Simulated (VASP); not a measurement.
# H3CCl in VASP: further runs

The runs below take H3CCl through single point, relaxation of the atoms, with PBE+D3(BJ).

Everything below comes from runs of VASP 6.6.1. Logs are shortened: lines on timing, memory, paths and dates and some standing lists are left out, and cuts for length are marked.

### 1 The cell of the first run

The cell holds a disordered packing, 40 atoms: a = 9.029 Å, b = 9.029 Å, c = 9.029 Å, α = 90.00°, β = 90.00°, γ = 90.00°.

### 2 Single point, PBE+D3(BJ)

The input, INCAR:

```
SYSTEM = H3CCl
PREC = Accurate
ENCUT = 910
EDIFF = 1E-6
ISMEAR = -1
SIGMA = 0.05
LREAL = Auto
LASPH = .True.
NELM = 120
ALGO = Normal
ISIF = 2
LWAVE = .False.
LCHARG = .True.
GGA = PE
IVDW = 12
LELF = .True.
LVHAR = .True.
NBANDS = 82
GGA_COMPAT = .False.
```

The input, KPOINTS:

```
Automatic mesh
0
Gamma
  1 1 1
  0 0 0
```

The input, POSCAR:

```
H3CCl
1.0
    9.0287150000      0.0000000000      0.0000000000
    0.0000000000      9.0287150000      0.0000000000
    0.0000000000      0.0000000000      9.0287150000
C Cl H
8 8 24
Direct
    0.0974487906      0.7238186209      0.3367883396
    0.4216311001      0.3628591283      0.4400860248
    0.9627827979      0.4763568507      0.7636471384
    0.9017742010      0.1023119805      0.2948117516
    0.8016647004      0.0557556362      0.7587793690
    0.3662464917      0.3235721117      0.0198940280
    0.3903513151      0.7303828228      0.9267288695
    0.5742523631      0.7505499998      0.3034316656
    0.1247790053      0.7942896665      0.5206461934
    0.4714969015      0.1704215625      0.4432475127
    0.7967269825      0.4742984649      0.6538317962
    1.0146706821      0.2494373960      0.2204016043
    0.7944153036     -0.0814048952      0.9033727636
    0.3773406941      0.2501151816     -0.1636746481
    0.2156990152      0.8271114725      0.9320074476
    0.5709798846      0.7943876457      0.4966630134
    0.1205250463      0.8122199474      0.2571952875
    0.1735905976      0.6311066078      0.3197177013
   -0.0169263324      0.6852229289      0.3272050577
    0.4373806954      0.4077393549      0.5514701842
    0.4940366905      0.4191585304      0.3610185141
    0.3054902538      0.3710494359      0.4063708239
    0.9423121393      0.4120885253      0.8643925040
    1.0518295956      0.4261047686      0.6987208208
    0.9890855084      0.5916525774      0.7900965138
    0.9640786618      0.0485748169      0.3839250213
    0.7992178880      0.1511225264      0.3369446895
    0.8795461910      0.0250530644      0.2041261599
    0.8975572871      0.1265790388      0.7795782639
    0.8133055268     -0.0027252248      0.6533913019
    0.6989057056      0.1196761031      0.7613973901
    0.3560550761      0.2316023552      0.0980367082
    0.4672780173      0.3870283471      0.0411981699
    0.2688014699      0.3953057751      0.0266961203
    0.3905080449      0.6568578284      0.8304316780
    0.4799741068      0.8118984158      0.9181518819
    0.4000884134      0.6657832198      1.0288438096
    0.5663610243      0.8533581988      0.2396751757
    0.6778012677      0.6925213640      0.2788929814
    0.4793836959      0.6790817489      0.2793314713
```

Potentials or basis: VASP PAW PBE potentials, release 64 (C_h, Cl, H_h).

Run with:

```bash
cat potpaw_PBE.64/C_h/POTCAR potpaw_PBE.64/Cl/POTCAR potpaw_PBE.64/H_h/POTCAR > POTCAR
mpirun -np 1 vasp_gam > vasp.out
```

OUTCAR:

```text
SYSTEM = H3CCl
   PREC = Accurate
   ENCUT = 910
   EDIFF = 1E-6
   ISMEAR = -1
   LREAL = Auto
   LASPH = .True.
   NELM = 120
   ISIF = 2
   GGA = PE
   IVDW = 12
 IVDW          = 12

 ion  position               nearest neighbor table
   1  0.097  0.724  0.337-  19 1.09  17 1.09  18 1.09   9 1.79
   2  0.422  0.363  0.440-  21 1.09  20 1.09  22 1.09  10 1.80
   3  0.963  0.476  0.764-  24 1.09  25 1.09  23 1.09  11 1.80
   4  0.902  0.102  0.295-  27 1.09  28 1.09  26 1.10  12 1.80
   5  0.802  0.056  0.759-  29 1.09  31 1.09  30 1.09  13 1.80
   6  0.366  0.324  0.020-  32 1.09  34 1.09  33 1.09  14 1.79
   7  0.390  0.730  0.927-  35 1.09  37 1.09  36 1.10  15 1.80
   8  0.574  0.751  0.303-  40 1.09  39 1.09  38 1.09  16 1.79
   9  0.125  0.794  0.521-   1 1.79
  10  0.471  0.170  0.443-   2 1.80
  11  0.797  0.474  0.654-   3 1.80
  12  0.015  0.249  0.220-   4 1.80
  13  0.794  0.919  0.903-   5 1.80
  14  0.377  0.250  0.836-   6 1.79
[... 24 lines left out ...]
  39  0.678  0.693  0.279-   8 1.09
  40  0.479  0.679  0.279-   8 1.09

  LATTYP: Found a simple cubic cell.
 ALAT       =     9.0287150000

  Lattice vectors:

 A1 = (   9.0287150000,   0.0000000000,   0.0000000000)
 A2 = (   0.0000000000,   9.0287150000,   0.0000000000)
 A3 = (   0.0000000000,   0.0000000000,   9.0287150000)

Analysis of symmetry for initial positions (statically):
=====================================================================
 Subroutine PRICEL returns:
 Original cell was already a primitive cell.

 Routine SETGRP: Setting up the symmetry group for a
 simple cubic supercell.

 Subroutine GETGRP returns: Found  1 space group operations
 (whereof  1 operations were pure point group operations)
 out of a pool of 48 trial point group operations.

The static configuration has the point symmetry C_1 .

Analysis of symmetry for dynamics (positions and initial velocities):
=====================================================================
 Subroutine PRICEL returns:
 Original cell was already a primitive cell.

 Routine SETGRP: Setting up the symmetry group for a
 simple cubic supercell.

 Subroutine GETGRP returns: Found  1 space group operations
 (whereof  1 operations were pure point group operations)
 out of a pool of 48 trial point group operations.

The dynamic configuration has the point symmetry C_1 .

 Subroutine INISYM returns: Found  1 space group operations
 (whereof  1 operations are pure point group operations),
 and found     1 'primitive' translations

----------------------------------------------------------------------------------------

                                     Primitive cell

  volume of cell :     736.0000

  direct lattice vectors                    reciprocal lattice vectors
     9.028715000  0.000000000  0.000000000     0.110757732  0.000000000  0.000000000
     0.000000000  9.028715000  0.000000000     0.000000000  0.110757732  0.000000000
     0.000000000  0.000000000  9.028715000     0.000000000  0.000000000  0.110757732

  length of vectors
     9.028715000  9.028715000  9.028715000     0.110757732  0.110757732  0.110757732

  position of ions in fractional coordinates (direct lattice)
     0.097448791  0.723818621  0.336788340
     0.421631100  0.362859128  0.440086025
     0.962782798  0.476356851  0.763647138
     0.901774201  0.102311980  0.294811752
     0.801664700  0.055755636  0.758779369
     0.366246492  0.323572112  0.019894028
[... 32 lines left out ...]
     0.677801268  0.692521364  0.278892981
     0.479383696  0.679081749  0.279331471

  ion indices of the primitive-cell ions
   primitive index   ion index
                 1           1
                 2           2
                 3           3
                 4           4
                 5           5
                 6           6
[... 32 lines left out ...]
                39          39
                40          40

----------------------------------------------------------------------------------------

 KPOINTS: Automatic mesh

Automatic generation of k-mesh.
[... 45 lines left out ...]
   TEBEG  =    0.0;   TEEND  =   0.0 temperature during run
   PSTRESS=    0.0 pullay stress
   NELECT =     112.0000    total number of electrons
   NUPDOWN=      -1.0000    fix difference up-down
   EMIN   =  10.00;   EMAX   =-10.00  energy-range for DOS
   EFERMI =   0.00;   METHOD = LEGACY
   ISMEAR =    -1;   SIGMA  =   0.05  broadening in eV -4-tet -1-fermi 0-gaus
   EFERMI_NEDOS =   21; number of points for ismear=-14 and -15
   IALGO  =     38    algorithm
   IMIX   =      4    mixing-type and parameters
     AMIX     =   0.40;   BMIX     =  1.00
     AMIX_MAG =   1.60;   BMIX_MAG =  1.00
  volume/ion in A,a.u.               =      18.40       124.17
  Fermi-wavevector in a.u.,A,eV,Ry     =   0.874020  1.651659 10.393649  0.763912
  Thomas-Fermi vector in A             =   1.993493
   LORBIT       =      0    0 simple, 1 ext, 2 COOP (PROOUT), +10 PAW based schemes
   GGA     = PE    functional components
   LHFCALC =     F    Hartree Fock is set to
   AEXX    =    0.0000 exact exchange contribution
   IVDW    =    12    specifies the selected vdW correction
   LEPSILON=     F    determine dielectric tensor
   LRPA    =     F    only Hartree local field effects (RPA)
 non-spin polarized calculation
  energy-cutoff  :      910.00
  volume of cell :      736.00
 maximum number of plane-waves:     22981
 NGX is ok and might be reduce to    90
   NGX = 45   NGY = 45   NGZ = 45

 number of electron     112.0000000 magnetization

 Free energy of the ion-electron system (eV)
  ---------------------------------------------------
  ext. energy  EPLUGINS =         0.00000000
  ---------------------------------------------------
  free energy    TOTEN  =      -180.01127828 eV

  energy without entropy =     -180.01127828  energy(sigma->0) =     -180.01127828

 E-fermi :  -2.2140     XC(G=0):  -5.8975

 val. band max:       -3.4735865933   @ k =   0.0000   0.0000   0.0000
 cond. band min:       1.8104413805   @ k =   0.0000   0.0000   0.0000
 fundamental gap:      5.2840279738
 Fermi energy:        -2.2139534388

 k-point     1 :       0.0000    0.0000    0.0000
  band No.  band energies     occupation
      1     -18.0793      2.00000
      2     -18.0466      2.00000
      3     -17.9371      2.00000
      4     -17.9306      2.00000
      5     -17.9102      2.00000
      6     -17.8771      2.00000
[... 60 lines left out ...]
     67       3.6211      0.00000
     68       3.8255      0.00000
 [bands above 68 left out]

------------------------ aborting loop because EDIFF is reached ----------------------------------------

 Edisp (eV)   -1.65831

 E8    (eV) :    -0.4254

  FORCE on cell =-STRESS in cart. coord.  units (eV):
  Direction    XX          YY          ZZ          XY          YZ          ZX
  --------------------------------------------------------------------------------------
  -------------------------------------------------------------------------------------
  Total      -2.74097    -2.72110    -3.17807     0.07357     0.09549     0.01536
  in kB      -5.96674    -5.92348    -6.91825     0.16015     0.20788     0.03344
  external pressure =       -6.27 kB  Pullay stress =        0.00 kB

 VOLUME and BASIS-vectors are now :
 -----------------------------------------------------------------------------
  energy-cutoff  :      910.00
  volume of cell :      736.00
      direct lattice vectors                 reciprocal lattice vectors
     9.028715000  0.000000000  0.000000000     0.110757732  0.000000000  0.000000000
     0.000000000  9.028715000  0.000000000     0.000000000  0.110757732  0.000000000
     0.000000000  0.000000000  9.028715000     0.000000000  0.000000000  0.110757732

 POSITION                                       TOTAL-FORCE (eV/Angst)
 -----------------------------------------------------------------------------------
      0.87984      6.53515      3.04077         0.018109      0.050573      0.139193
      3.80679      3.27615      3.97341         0.031477     -0.116818     -0.003736
      8.69269      4.30089      6.89475        -0.112290      0.011076     -0.067227
      8.14186      0.92375      2.66177         0.137129      0.133865     -0.048602
      7.23800      0.50340      6.85080        -0.004576     -0.080557      0.068273
      3.30674      2.92144      0.17962         0.021187      0.004981     -0.037173
[... 32 lines left out ...]
      6.11967      6.25258      2.51805        -0.009941      0.015033     -0.013630
      4.32822      6.13124      2.52200         0.006366      0.034168      0.006238
 -----------------------------------------------------------------------------------
    total drift:                                0.002666      0.002676      0.003357

  FREE ENERGIE OF THE ION-ELECTRON SYSTEM (eV)
  ---------------------------------------------------
  free  energy   TOTEN  =      -181.6695875599 eV

  energy  without entropy=     -181.6695875599  energy(sigma->0) =     -181.66958756
```

It took 2.7 min on 1 thread of Intel Xeon 6975P-C (Granite Rapids), shared host; peak memory 1.3 GiB.

Results:

```yaml
Free_energy: -181.6696 eV
Pressure: -0.6 GPa
Largest_force: 0.243 eV/Å
Band_gap_on_the_k_mesh: 5.28 eV
Dispersion_energy_per_atom: -0.041 eV
```

Forces in eV/Å, atoms in the order of the input:
```
C    0.018  0.051  0.139
C    0.031 -0.117 -0.004
C   -0.112  0.011 -0.067
C    0.137  0.134 -0.049
C   -0.005 -0.081  0.068
C    0.021  0.005 -0.037
C   -0.165  0.158 -0.024
C   -0.014  0.036  0.111
Cl  -0.009 -0.039 -0.122
Cl  -0.023  0.101 -0.005
Cl   0.128 -0.023  0.082
Cl  -0.106 -0.108  0.083
Cl  -0.004  0.046 -0.062
Cl   0.007  0.007  0.023
Cl   0.187 -0.155  0.002
Cl  -0.001 -0.039 -0.127
H    0.001 -0.005 -0.008
H   -0.002 -0.009  0.010
H   -0.007 -0.003  0.002
H   -0.002  0.002  0.006
H    0.002  0.013  0.008
H   -0.008  0.005 -0.003
H    0.002  0.012  0.004
H    0.013  0.004  0.005
H    0.000 -0.020 -0.007
H   -0.010  0.019 -0.026
H   -0.007 -0.018  0.000
H   -0.032  0.003  0.007
H    0.007 -0.005  0.008
H   -0.001 -0.010  0.000
H   -0.006 -0.001  0.009
H    0.000 -0.022  0.006
H    0.007 -0.021  0.009
H   -0.003  0.000  0.000
H   -0.008  0.024 -0.022
H   -0.074 -0.035  0.006
H    0.027  0.041 -0.035
H    0.014 -0.010  0.019
H   -0.010  0.015 -0.014
H    0.006  0.034  0.006
```

Stress tensor (GPa, compression positive):
```
-0.60  0.02  0.00
 0.02 -0.59  0.02
 0.00  0.02 -0.69
```

Caveat: the k points lie up to 0.70 Å⁻¹ apart; the cutoff is under 1.25 times the usual one of these potentials, so pressure, stress and relaxed cells hold a basis-set (Pulay) error.

### 3 Relaxation of the atoms, PBE+D3(BJ)

The input, INCAR:

```
SYSTEM = H3CCl
  PREC = Accurate
  ENCUT = 520
  EDIFF = 1E-7
  ISMEAR = -1
  SIGMA = 0.05
  LREAL = Auto
  LASPH = .True.
  NELM = 100
  ALGO = Normal
  ISIF = 2
  LWAVE = .False.
  LCHARG = .False.
  GGA = PE
  IVDW = 12
  IBRION = 2
  NSW = 35
  EDIFFG = -0.3
```

KPOINTS is that of step 2.

The input, POSCAR:

```
H3CCl
1.0
    9.0287150000      0.0000000000      0.0000000000
    0.0000000000      9.0287150000      0.0000000000
    0.0000000000      0.0000000000      9.0287150000
C Cl H
8 8 24
Direct
    0.0946132000      0.7283346000      0.3359264000
    0.4191741000      0.3757492000      0.4216734000
    0.9355239000      0.4729196000      0.7398568000
    0.9438549000      0.1000907000      0.2629834000
    0.8144315000      0.1031802000      0.7521440000
    0.3246279000      0.3556408000      0.0387460000
    0.4081999000      0.6925926000      1.0002147000
    0.5650092000      0.6974695000      0.2887915000
    0.1190710000      0.7434759000      0.5306676000
    0.4665362000      0.1923701000      0.4753437000
    0.7712250000      0.5172731000      0.6409113000
    1.0828512000      0.1958430000      0.1616764000
    0.8325196000     -0.0141561000      0.9091681000
    0.3423615000      0.2093965000     -0.0918285000
    0.2982176000      0.8488451000      0.9528796000
    0.5710721000      0.7647651000      0.4736863000
    0.1010724000      0.8383103000      0.2870550000
    0.1815743000      0.6580451000      0.2909604000
   -0.0133753000      0.6796295000      0.3137662000
    0.4344251000      0.4492424000      0.5159652000
    0.4908649000      0.4096633000      0.3309263000
    0.3040209000      0.3775717000      0.3861600000
    0.9095984000      0.3902073000      0.8235905000
    1.0170845000      0.4292581000      0.6626149000
    0.9777533000      0.5728744000      0.7923019000
    0.9878036000      0.0704540000      0.3712191000
    0.8480988000      0.1721638000      0.2756730000
    0.9128693000      0.0006196000      0.2024015000
    0.8951940000      0.1922533000      0.7604010000
    0.8344571000      0.0384556000      0.6524721000
    0.7028692000      0.1487230000      0.7500275000
    0.3365752000      0.3105003000      0.1498513000
    0.4107856000      0.4372972000      0.0179168000
    0.2159598000      0.4062352000      0.0262466000
    0.4029271000      0.6124252000      0.9103805000
    0.5220385000      0.7285084000      1.0168161000
    0.3651451000      0.6437723000      1.1016427000
    0.5316590000      0.7872252000      0.2156035000
    0.6745546000      0.6577247000      0.2580516000
    0.4852026000      0.6073741000      0.2825867000
```

Potentials or basis: VASP PAW PBE potentials, release 64 (C, Cl, H).

Run with:

```bash
cat potpaw_PBE.64/C/POTCAR potpaw_PBE.64/Cl/POTCAR potpaw_PBE.64/H/POTCAR > POTCAR
mpirun -np 1 vasp_gam > vasp.out
```

It took 50 min on 1 thread of AMD EPYC 7R43 (Zen 3), shared host; peak memory 0.71 GiB.

It converged, with:

```yaml
Free_energy: -181.2972 eV
Energy_gained_by_relaxing: 24.6 meV/atom
Ionic_steps: 26
Pressure_after_relaxing: -0.2 GPa
Largest_force_after_relaxing: 0.243 eV/Å
Band_gap_on_the_k_mesh: 5.15 eV
Dispersion_energy_per_atom: -0.042 eV
```

Forces in eV/Å, atoms in the order of the input:
```
C   -0.036  0.016 -0.049
C   -0.001  0.058  0.024
C    0.039 -0.022  0.071
C    0.044  0.010 -0.020
C   -0.024  0.041  0.029
C   -0.133  0.140  0.030
C   -0.012  0.099 -0.109
C    0.014  0.039 -0.014
Cl   0.040  0.053  0.067
Cl   0.050 -0.100 -0.093
Cl  -0.075 -0.030 -0.043
Cl   0.012  0.064 -0.007
Cl  -0.015 -0.070  0.051
Cl   0.114 -0.009 -0.215
Cl  -0.079 -0.013  0.043
Cl  -0.076  0.081 -0.015
H    0.038 -0.029 -0.031
H    0.013 -0.013  0.006
H   -0.024 -0.017 -0.014
H    0.014 -0.014  0.005
H   -0.024  0.003  0.049
H   -0.022  0.020 -0.024
H    0.036  0.018  0.022
H    0.066  0.002  0.017
H    0.026 -0.019  0.007
H   -0.097 -0.020 -0.062
H    0.030 -0.120  0.023
H   -0.056  0.114  0.102
H   -0.015 -0.076 -0.021
H    0.023 -0.008 -0.030
H   -0.010 -0.002  0.005
H   -0.004 -0.087  0.075
H    0.044 -0.098 -0.020
H    0.016 -0.039  0.136
H    0.028 -0.036 -0.010
H    0.025  0.041 -0.025
H    0.027  0.022  0.033
H   -0.043  0.052  0.038
H    0.033 -0.077 -0.028
H    0.014  0.028 -0.002
```

Stress tensor (GPa, compression positive):
```
-0.26 -0.06  0.00
-0.06 -0.16 -0.02
 0.00 -0.02 -0.30
```

Step by step:
```tsv
step	energy change (eV)	largest force (eV/Å)	pressure (GPa)
1	0.0000	0.5910	0.79
2	-0.0372	1.0428	0.36
3	-0.0453	0.6062	0.49
4	-0.0938	0.4081	0.32
5	-0.1094	0.8753	0.17
6	-0.1446	0.6010	0.18
7	-0.1881	0.4996	0.21
8	-0.2357	0.4197	0.24
9	-0.3221	0.6306	0.35
10	-0.2459	1.8304	0.61
11	-0.3342	0.9529	0.41
12	-0.3763	0.5951	0.38
13	-0.4602	0.7849	0.27
14	-0.4520	2.8296	0.05
15	-0.4841	1.8039	0.16
16	-0.5224	1.6723	0.11
17	-0.6182	1.2866	-0.07
18	-0.7254	0.9057	-0.45
19	-0.7367	0.8391	-0.63
20	-0.7829	0.5744	-0.56
21	-0.8288	1.2370	-0.39
22	-0.8816	0.6923	-0.30
23	-0.9272	1.1055	-0.11
24	-0.9714	0.4004	-0.16
25	-0.9746	0.4504	-0.17
26	-0.9856	0.2432	-0.24
```

Final structure:
```cif
data_structure
_symmetry_space_group_name_H-M 'P 1'
_symmetry_Int_Tables_number 1
_cell_length_a 9.0287
_cell_length_b 9.0287
_cell_length_c 9.0287
_cell_angle_alpha 90.000
_cell_angle_beta 90.000
_cell_angle_gamma 90.000
_cell_volume 736.00
loop_
_atom_site_label
_atom_site_type_symbol
_atom_site_fract_x
_atom_site_fract_y
_atom_site_fract_z
_atom_site_occupancy
C1 C 0.09942 0.72675 0.33441 1
C2 C 0.42017 0.35956 0.43712 1
C3 C 0.94763 0.47997 0.75354 1
C4 C 0.90753 0.08802 0.29087 1
C5 C 0.80785 0.08136 0.74478 1
C6 C 0.35677 0.34184 0.01798 1
C7 C 0.39336 0.71131 0.94542 1
C8 C 0.57887 0.73533 0.31881 1
Cl1 Cl 0.13302 0.76187 0.52555 1
Cl2 Cl 0.45643 0.17086 0.48214 1
Cl3 Cl 0.78011 0.50492 0.65236 1
Cl4 Cl 0.04072 0.19768 0.19325 1
Cl5 Cl 0.81054 0.95032 0.89338 1
Cl6 Cl 0.36298 0.24617 0.84681 1
Cl7 Cl 0.26200 0.85825 0.93474 1
Cl8 Cl 0.57109 0.79010 0.50796 1
H1 H 0.11076 0.83070 0.27323 1
H2 H 0.18025 0.64580 0.29437 1
H3 H 0.98741 0.68212 0.32280 1
H4 H 0.44239 0.42811 0.53472 1
H5 H 0.49296 0.39141 0.34541 1
H6 H 0.30379 0.36897 0.40452 1
H7 H 0.92445 0.40837 0.84865 1
H8 H 0.02910 0.42829 0.68041 1
H9 H 0.98609 0.58915 0.78952 1
H10 H 0.95728 0.05535 0.39683 1
H11 H 0.80820 0.15568 0.30815 1
H12 H 0.88328 0.99097 0.22169 1
H13 H 0.90014 0.15840 0.76071 1
H14 H 0.81967 0.01982 0.64120 1
H15 H 0.70194 0.14014 0.74683 1
H16 H 0.34693 0.26144 0.10779 1
H17 H 0.45721 0.40857 0.03063 1
H18 H 0.25974 0.41477 0.01500 1
H19 H 0.38144 0.64233 0.84647 1
H20 H 0.50498 0.75834 0.94999 1
H21 H 0.36987 0.64678 0.04492 1
H22 H 0.56212 0.83213 0.24784 1
H23 H 0.68795 0.68718 0.29790 1
H24 H 0.49203 0.65318 0.29875 1
```

Levels at points of the mesh, in eV from the valence-band top:
```tsv
k point	band 52	band 53	band 54	band 55	band 56	band 57	band 58	band 59	band 60	band 61
(0.00, 0.00, 0.00)	-0.22	-0.19	-0.15	-0.03	0.00	5.15	5.69	5.83	6.05	6.13
```

Caveat: the k points lie up to 0.70 Å⁻¹ apart; the relaxation stopped at a loose force limit of 0.3 eV/Å, so its end isn't a converged minimum.
